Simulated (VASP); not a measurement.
# Pt (P6_3/mmc) in VASP: further runs

Runs on Pt. Level: PBEsol. Tasks: single point.

Program: VASP 6.6.1. These are calculated values, not measurements. Logs are shortened: lines on timing, memory, paths and dates and some standing lists are left out, and cuts for length are marked.

## (1) The cell of the first run

Symmetry: P6_3/mmc, No. 194, hexagonal system. The conventional cell has a = 2.861 Å, b = 2.861 Å, c = 4.589 Å, α = 90.00°, β = 90.00°, γ = 120.00°. Pt (site symmetry -6m2) has 12 Pt at 2.83 to 2.86 Å within 3.7 Å.

This isn't the form of Pt at room conditions, which is fcc.

## (2) Single point, PBEsol (strain +0.050 along x and y, -0.025 along z)

INCAR

```
PREC = Accurate
ENCUT = 520
EDIFF = 1E-6
ISMEAR = 0
SIGMA = 0.15
LREAL = False
LASPH = True
NELM = 80
ALGO = Fast
ISIF = 2
LWAVE = False
LCHARG = False
GGA = PS
NBANDS = 17
```

KPOINTS

```
Automatic mesh
0
Gamma
  24 24 14
```

POSCAR

```
Pt
1.0
    2.8614281013      0.0000000000      0.0000000000
   -1.4307140507      2.4780694268      0.0000000000
    0.0000000000      0.0000000000      4.5891354900
Pt
2
Direct
    0.6666666667      0.3333333333      0.7500000000
    0.3333333333      0.6666666667      0.2500000000
```

Potentials or basis: VASP PAW PBE potentials, release 64 (Pt).

The run is started by

```console
$ cat potpaw_PBE.64/Pt/POTCAR > POTCAR
$ mpirun -np 1 vasp_std > vasp.out
```

OUTCAR:

```text
PREC = Accurate
   ENCUT = 520
   EDIFF = 1E-6
   ISMEAR = 0
   LREAL = False
   LASPH = True
   NELM = 80
   ISIF = 2
   GGA = PS

 ion  position               nearest neighbor table
   1  0.667  0.333  0.750-   2 2.83   2 2.83   2 2.83   2 2.83   2 2.83   2 2.83
   2  0.333  0.667  0.250-   1 2.83   1 2.83   1 2.83   1 2.83   1 2.83   1 2.83

  LATTYP: Found a hexagonal cell.
 ALAT       =     2.8614281013
 C/A-ratio  =     1.6037919974

  Lattice vectors:

 A1 = (   2.8614281013,   0.0000000000,   0.0000000000)
 A2 = (  -1.4307140507,   2.4780694268,   0.0000000000)
 A3 = (   0.0000000000,   0.0000000000,   4.5891354900)

Analysis of symmetry for initial positions (statically):
=====================================================================
 Subroutine PRICEL returns:
 Original cell was already a primitive cell.

 Routine SETGRP: Setting up the symmetry group for a
 hexagonal supercell.

 Subroutine GETGRP returns: Found 24 space group operations
 (whereof 12 operations were pure point group operations)
 out of a pool of 24 trial point group operations.

The static configuration has the point symmetry D_3d.
 The point group associated with its full space group is D_6h.

Analysis of symmetry for dynamics (positions and initial velocities):
=====================================================================
 Subroutine PRICEL returns:
 Original cell was already a primitive cell.

 Routine SETGRP: Setting up the symmetry group for a
 hexagonal supercell.

 Subroutine GETGRP returns: Found 24 space group operations
 (whereof 12 operations were pure point group operations)
 out of a pool of 24 trial point group operations.

The dynamic configuration has the point symmetry D_3d.
 The point group associated with its full space group is D_6h.

 Subroutine INISYM returns: Found 24 space group operations
 (whereof 12 operations are pure point group operations),
 and found     1 'primitive' translations

----------------------------------------------------------------------------------------

                                     Primitive cell

  volume of cell :      32.5407

  direct lattice vectors                    reciprocal lattice vectors
     2.861428101  0.000000000  0.000000000     0.349475844  0.201769972  0.000000000
    -1.430714051  2.478069427  0.000000000     0.000000000  0.403539945  0.000000000
     0.000000000  0.000000000  4.589135490     0.000000000  0.000000000  0.217905966

  length of vectors
     2.861428101  2.861428101  4.589135490     0.403539945  0.403539945  0.217905966

  position of ions in fractional coordinates (direct lattice)
     0.666666667  0.333333333  0.750000000
     0.333333333  0.666666667  0.250000000

  ion indices of the primitive-cell ions
   primitive index   ion index
                 1           1
                 2           2

----------------------------------------------------------------------------------------

 KPOINTS: Automatic mesh

Automatic generation of k-mesh.
 Grid dimensions read from file:
 generate k-points for:   24   24   14

 Generating k-lattice:

  Cartesian coordinates                     Fractional coordinates (reciprocal lattice)
     0.014561493  0.008407082  0.000000000     0.041666667  0.000000000  0.000000000
     0.000000000  0.016814164  0.000000000     0.000000000  0.041666667  0.000000000
     0.000000000  0.000000000  0.015564712     0.000000000  0.000000000  0.071428571

  Length of vectors
     0.016814164  0.016814164  0.015564712

  Shift w.r.t. Gamma in fractional coordinates (k-lattice)
     0.000000000  0.000000000  0.000000000

 Subroutine IBZKPT returns following result:
 ===========================================

 Found    488 irreducible k-points:

 Following reciprocal coordinates:
            Coordinates               Weight
  0.000000  0.000000  0.000000      1.000000
  0.041667  0.000000  0.000000      6.000000
  0.083333  0.000000  0.000000      6.000000
  0.125000  0.000000  0.000000      6.000000
  0.166667  0.000000  0.000000      6.000000
  0.208333  0.000000  0.000000      6.000000
[... 16 lines left out ...]
  0.416667  0.041667  0.000000     12.000000
  0.458333  0.041667  0.000000     12.000000
 [... further k-points ...]
   k-points           NKPTS =    488   k-points in BZ     NKDIM =    488   number of bands    NBANDS=     17
   number of dos      NEDOS =    301   number of ions     NIONS =      2
   total plane-waves  NPLWV =  20736
   dimension x,y,z NGX =    24 NGY =   24 NGZ =   36
   dimension x,y,z NGXF=    48 NGYF=   48 NGZF=   72
   ions per type =               2
   NGX,Y,Z   is equivalent  to a cutoff of  13.94, 13.94, 13.04 a.u.
   NGXF,Y,Z  is equivalent  to a cutoff of  27.89, 27.89, 26.08 a.u.
 SYSTEM =  unknown system
   PREC   = accura    normal or accurate (medium, high low for compatibility)
   ISTART =      0    job   : 0-new  1-cont  2-samecut
   ICHARG =      2    charge: 1-file 2-atom 10-const
   ISPIN  =      1    spin polarized calculation?
   LNONCOLLINEAR =      F non collinear calculations
   LSORBIT =      F    spin-orbit coupling
   LASPH  =      T    aspherical Exc in radial PAW
   ENCUT  =  520.0 eV  38.22 Ry    6.18 a.u.   5.32  5.32  8.53*2*pi/ulx,y,z
   NELM   =     80;   NELMIN=  2; NELMDL= -5     # of ELM steps
   EDIFF  = 0.1E-05   stopping-criterion for ELM
   LREAL  =      F    real-space projection
   EDIFFG = 0.1E-04   stopping-criterion for IOM
   NSW    =      0    number of steps for IOM
   IBRION =     -1    ionic relax: 0-MD 1-quasi-New 2-CG
   NFREE  =      0    steps in history (QN), initial steepest desc. (CG)
   ISIF   =      2    stress and relaxation
   ISYM   =      2    0-nonsym 1-usesym 2-fastsym
   POTIM  = 0.5000    time-step for ionic-motion
   TEBEG  =    0.0;   TEEND  =   0.0 temperature during run
   PSTRESS=    0.0 pullay stress
   NELECT =      20.0000    total number of electrons
   NUPDOWN=      -1.0000    fix difference up-down
   EMIN   =  10.00;   EMAX   =-10.00  energy-range for DOS
   EFERMI =   0.00;   METHOD = LEGACY
   ISMEAR =     0;   SIGMA  =   0.15  broadening in eV -4-tet -1-fermi 0-gaus
   EFERMI_NEDOS =   21; number of points for ismear=-14 and -15
   IALGO  =     68    algorithm
   IMIX   =      4    mixing-type and parameters
     AMIX     =   0.40;   BMIX     =  1.00
     AMIX_MAG =   1.60;   BMIX_MAG =  1.00
  volume/ion in A,a.u.               =      16.27       109.80
  Fermi-wavevector in a.u.,A,eV,Ry     =   1.391903  2.630316 26.359861  1.937395
  Thomas-Fermi vector in A             =   2.515698
   LORBIT       =      0    0 simple, 1 ext, 2 COOP (PROOUT), +10 PAW based schemes
   GGA     = PS    functional components
   LHFCALC =     F    Hartree Fock is set to
   AEXX    =    0.0000 exact exchange contribution
   IVDW    =     0    specifies the selected vdW correction
   LEPSILON=     F    determine dielectric tensor
   LRPA    =     F    only Hartree local field effects (RPA)
 non-spin polarized calculation
 RMM-DIIS sequential band-by-band and
 Gauss-broadening in eV      SIGMA  =   0.15
  energy-cutoff  :      520.00
  volume of cell :       32.54
 maximum number of plane-waves:       894
 NGX is ok and might be reduce to    24
   NGX = 11   NGY = 11   NGZ = 17

 number of electron      20.0000001 magnetization

 Free energy of the ion-electron system (eV)
  ---------------------------------------------------
  ext. energy  EPLUGINS =         0.00000000
  ---------------------------------------------------
  free energy    TOTEN  =       -13.63850160 eV

  energy without entropy =      -13.58177727  energy(sigma->0) =      -13.61013943

 E-fermi :   9.6979     XC(G=0): -13.1803

 val. band max:        9.6967420228   @ k =   0.3333   0.0417   0.4286
 cond. band min:       9.6979506948   @ k =   0.3750   0.1250   0.0714
 fundamental gap:      0.0012086719
 Fermi energy:         9.6979173415

 k-point     1 :       0.0000    0.0000    0.0000
  band No.  band energies     occupation
      1       0.2275      2.00000
      2       3.1388      2.00000
      3       6.4650      2.00000
      4       6.4672      2.00000
      5       6.4672      2.00000
      6       6.9415      2.00000
[... 9 lines left out ...]
     16      27.0975      0.00000
     17      29.2006      0.00000

 k-point     2 :       0.0417    0.0000    0.0000
  band No.  band energies     occupation
      1       0.2845      2.00000
      2       3.1869      2.00000
      3       6.3074      2.00000
      4       6.5092      2.00000
      5       6.6164      2.00000
      6       6.9165      2.00000
[... 9 lines left out ...]
     16      27.1334      0.00000
     17      28.8387      0.00000

 k-point     3 :       0.0833    0.0000    0.0000
  band No.  band energies     occupation
      1       0.4535      2.00000
      2       3.3264      2.00000
      3       6.1328      2.00000
      4       6.6344      2.00000
      5       6.7576      2.00000
      6       6.8623      2.00000
[... 9 lines left out ...]
     16      27.0227      0.00000
     17      28.1426      0.00000

 k-point     4 :       0.1250    0.0000    0.0000
  band No.  band energies     occupation
      1       0.7283      2.00000
      2       3.5413      2.00000
      3       5.9484      2.00000
      4       6.7112      2.00000
      5       6.8389      2.00000
      6       6.9207      2.00000
[... 9 lines left out ...]
     16      27.0706      0.00000
     17      27.2015      0.00000
[... 343 lines left out ...]
      1       3.4483      2.00000
      2       3.9107      2.00000
      3       4.4897      2.00000
      4       6.2887      2.00000
      5       6.3499      2.00000
      6       6.8596      2.00000
[... 9 lines left out ...]
     16      22.1659      0.00000
     17      23.8636      0.00000

 k-point    23 :       0.4167    0.0417    0.0000
  band No.  band energies     occupation
      1       3.6025      2.00000
      2       3.8193      2.00000
      3       4.3434      2.00000
      4       6.2318      2.00000
      5       6.6308      2.00000
      6       6.7946      2.00000
[... 9 lines left out ...]
     16      21.1187      0.00000
     17      23.4903      0.00000

 k-point    24 :       0.4583    0.0417    0.0000
  band No.  band energies     occupation
      1       3.6800      2.00000
      2       3.7590      2.00000
      3       4.2700      2.00000
      4       6.2031      2.00000
      5       6.7612      2.00000
      6       6.8261      2.00000
[... 9 lines left out ...]
     16      20.6731      0.00000
     17      23.2629      0.00000

 [... further k-points ...]

------------------------ aborting loop because EDIFF is reached ----------------------------------------

  FORCE on cell =-STRESS in cart. coord.  units (eV):
  Direction    XX          YY          ZZ          XY          YZ          ZX
  --------------------------------------------------------------------------------------
  -------------------------------------------------------------------------------------
  Total       -3.9534446     -3.9534446     -2.3898175      0.0000000     -0.0000000      0.0000000
  in kB     -194.6520839   -194.6520839   -117.6652279      0.0000000     -0.0000000      0.0000000
  external PRESSURE =    -168.9897986 kB  Pullay stress =       0.0000000 kB

 VOLUME and BASIS-vectors are now :
 -----------------------------------------------------------------------------
  energy-cutoff  :      520.00
  volume of cell :       32.54
      direct lattice vectors                 reciprocal lattice vectors
     2.861428101  0.000000000  0.000000000     0.349475844  0.201769972  0.000000000
    -1.430714051  2.478069427  0.000000000     0.000000000  0.403539945  0.000000000
     0.000000000  0.000000000  4.589135490     0.000000000  0.000000000  0.217905966

 POSITION                                       TOTAL-FORCE (eV/Angst)
 -----------------------------------------------------------------------------------
      1.43071      0.82602      3.44185         0.000000     -0.000000      0.000000
     -0.00000      1.65205      1.14728        -0.000000      0.000000      0.000000
 -----------------------------------------------------------------------------------
    total drift:                                0.000000     -0.000000      0.000000

  FREE ENERGIE OF THE ION-ELECTRON SYSTEM (eV)
  ---------------------------------------------------
  free  energy   TOTEN  =       -13.6385015984 eV

  energy  without entropy=      -13.5817772660  energy(sigma->0) =      -13.61013943
```

Run time: 3.7 min. Hardware: 1 thread of Intel Xeon 8259CL, shared host; peak memory 0.33 GiB.

What came out:

```
Free energy            : -13.6385 eV
Pressure               : -16.9 GPa
Band gap on the k mesh : zero (bands 10 and 11 overlap by 1.11 eV)
```

Levels at points of the mesh, in eV from the Fermi level:
| k point | band 7 | band 8 | band 9 | band 10 | band 11 | band 12 | band 13 | band 14 |
| --- | --- | --- | --- | --- | --- | --- | --- | --- |
| (0.00, 0.00, 0.00) | -2.76 | -2.25 | -2.25 | -0.27 | -0.27 | -0.10 | 5.42 | 14.71 |
| (0.50, 0.00, 0.00) | -2.55 | -0.07 | 0.21 | 0.23 | 1.98 | 3.23 | 7.42 | 9.17 |
| (0.00, 0.00, 0.50) | -3.35 | -3.35 | -0.83 | -0.83 | -0.83 | -0.83 | 13.25 | 13.25 |
| (0.50, 0.00, 0.50) | -0.85 | -0.85 | 0.11 | 0.11 | 1.62 | 1.62 | 5.93 | 5.93 |

Caveat: the cell differs from its parent crystal (strain +0.050 along x and y, -0.025 along z); the cell stands under tension; the PAW data sets were made with another functional, which shifts forces and pressure a little; spin-orbit coupling is left out, which moves the levels of the heavy elements.

## (3) Single point, PBEsol (strain +0.025 along x and y, +0.025 along z)

INCAR

```
SYSTEM = Pt
ALGO     = Fast           ! electronic algorithm
EDIFF    = 1E-6           ! SCF threshold, eV
ENCUT    = 520            ! plane-wave cutoff, eV
GGA      = PS             ! functional
ISIF     = 2              ! what is computed and relaxed
ISMEAR   = 0              ! smearing method
LASPH    = .True.         ! aspherical terms in the spheres
LCHARG   = .False.        ! write CHGCAR
LREAL    = .False.        ! projectors in reciprocal space
LWAVE    = .False.        ! write WAVECAR
NBANDS   = 17             ! bands
NELM     = 100            ! most SCF steps
PREC     = Accurate       ! precision mode
SIGMA    = 0.15           ! smearing width, eV
```

KPOINTS

```
k-points
0
Gamma
  24 24 14
  0 0 0
```

POSCAR

```
Pt
1.0
    2.7932988608      0.0000000000      0.0000000000
   -1.3966494304      2.4190677738      0.0000000000
    0.0000000000      0.0000000000      4.8244757716
Pt
2
Direct
    0.6666666667      0.3333333333      0.7500000000
    0.3333333333      0.6666666667      0.2500000000
```

Potentials or basis: VASP PAW PBE potentials, release 64 (Pt).

The run is started by

```console
$ cat potpaw_PBE.64/Pt/POTCAR > POTCAR
$ mpirun -np 1 vasp_std > vasp.out
```

Wall time 3.6 min (1 thread of Intel Xeon 8259CL, shared host); peak memory 0.34 GiB.

Results (log left out):

| Item | Value |
| --- | --- |
| Free energy | -13.6836 eV |
| Pressure | -17.4 GPa |
| Band gap on the k mesh | zero (bands 10 and 11 overlap by 1.20 eV) |

Stress tensor (GPa, compression positive):
```
-17.77   0.00   0.00
  0.00 -17.77   0.00
  0.00   0.00 -16.60
```

Levels at points of the mesh, in eV from the Fermi level:
```
           k point  band 7  band 8  band 9  band 10  band 11  band 12  band 13  band 14
(0.00, 0.00, 0.00)   -2.90   -1.73   -1.73    -0.61    -0.20    -0.20     4.51    15.12
(0.50, 0.00, 0.00)   -2.49    0.02    0.25     0.45     2.17     3.58     7.07     8.67
(0.00, 0.00, 0.50)   -3.25   -3.25   -0.75    -0.75    -0.75    -0.75    11.75    11.75
(0.50, 0.00, 0.50)   -0.80   -0.80    0.37     0.37     1.68     1.68     6.17     6.17
```

Caveat: the cell differs from its parent crystal (strain +0.025 along x and y, +0.025 along z); the cell stands under tension; the PAW data sets were made with another functional, which shifts forces and pressure a little; spin-orbit coupling is left out, which moves the levels of the heavy elements.

(Part 1 of 2 ends here.)
